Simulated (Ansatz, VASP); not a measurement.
# One calculation of SbS, two programs

```
Sb S
1.0
     1.83491    1.05939    3.88374
    -1.83491    1.05939    3.88374
     0.00000   -2.11878    3.88374
Sb S
1 1
Direct
  0.00000 0.00000 0.00000
  0.50000 0.50000 0.50000
```

Alike in both runs: functional r2SCAN; k mesh 6 × 6 × 6; occupations gaussian, width 0.1 eV; no spin polarisation.

Ansatz relaxed the structure, and its values are those at the end. VASP's run is a single point on that final structure, the one shown.

|  | VASP | Ansatz |
| --- | --- | --- |
| version | VASP 6.6.1 | Ansatz 0.2.0 |
| potentials or method | VASP PAW PBE potentials, release 64 (Sb, S), cutoff 520 eV | scalar-relativistic, plane waves, PAW |
| valence electrons in the cell | 11 | 21 |

```csv
,VASP,Ansatz,Ansatz less VASP
gap on the k mesh at the Fermi level (eV),none,none,-
pressure (GPa),-0.1,0.2,+0.28
```

VASP's potentials were made for PBE, not for r2SCAN. A gap of «none» marks a metal or a gap that the smearing closes. VASP's potentials hold 11 valence electrons a cell and Ansatz's 21, so a difference there can come from the potentials and not from the codes.

Spin-orbit coupling is off throughout.
